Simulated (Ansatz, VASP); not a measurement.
One calculation of Nb, two programs

```
Nb
1.0
    -1.62347    1.62347    1.62347
     1.62347   -1.62347    1.62347
     1.62347    1.62347   -1.62347
Nb
1
Cartesian
  0.0000 0.0000 0.0000
```

Alike in both runs: functional LDA; k mesh 16 × 16 × 16; occupations gaussian, width 0.1 eV; no spin polarisation.

Ansatz relaxed the structure, and its values are those at the end. VASP's run is a single point on that final structure, the one shown.

```csv
,VASP,Ansatz
version,VASP 6.6.1,Ansatz 0.2.0
potentials or method,"VASP PAW LDA potentials, release 64 (Nb_sv), cutoff 520 eV","scalar-relativistic, plane waves, PAW"
valence electrons in the cell,13,13
```

VASP gave:

- gap on the k mesh at the Fermi level (eV): none
- pressure (GPa): -0.2

What did Ansatz give for the same quantities?

gap on the k mesh at the Fermi level (eV): none; pressure (GPa): 0.0.

Ansatz warns that its potentials were made for another functional, while VASP's fit it. LDA's correlation is that of Perdew and Zunger in VASP and of Perdew and Wang (1992) in Ansatz. A gap of «none» marks a metal or a gap that the smearing closes.
